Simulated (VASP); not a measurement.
Here is a VASP 6.6.1 calculation.

File INCAR:

```
SYSTEM = Ir
PREC = Accurate
ENCUT = 560
EDIFF = 1E-6
ISMEAR = -1
SIGMA = 0.05
LREAL = .False.
LASPH = .True.
NELM = 120
ALGO = Normal
ISIF = 2
LWAVE = .False.
LCHARG = .True.
GGA = PS
LELF = .True.
LVHAR = .True.
NBANDS = 14
GGA_COMPAT = .False.
```

Contents of KPOINTS:

```
Automatic mesh
0
Gamma
  24 24 24
  0 0 0
```

POSCAR

```
Ir
1.0
    0.0000000000      1.9041475581      1.9041475581
    1.9041475581      0.0000000000      1.9041475581
    1.9041475581      1.9041475581      0.0000000000
Ir
1
Direct
    0.0000000000      0.0000000000      0.0000000000
```

Potentials or basis: VASP PAW PBE potentials, release 64 (Ir_sv_GW).

Launch:

```bash
$ cat potpaw_PBE.64/Ir_sv_GW/POTCAR > POTCAR
$ mpirun -np 1 vasp_std > vasp.out
```

Q: Estimate the pressure.

A: 5.1 GPa.

Q: Estimate the band gap on the k mesh.

A: Zero (an odd number of electrons rules out a gap without spin polarisation).

Caveat: the cell stands under pressure; the PAW data sets were made with another functional, which shifts forces and pressure a little; spin-orbit coupling is left out, which moves the levels of the heavy elements.
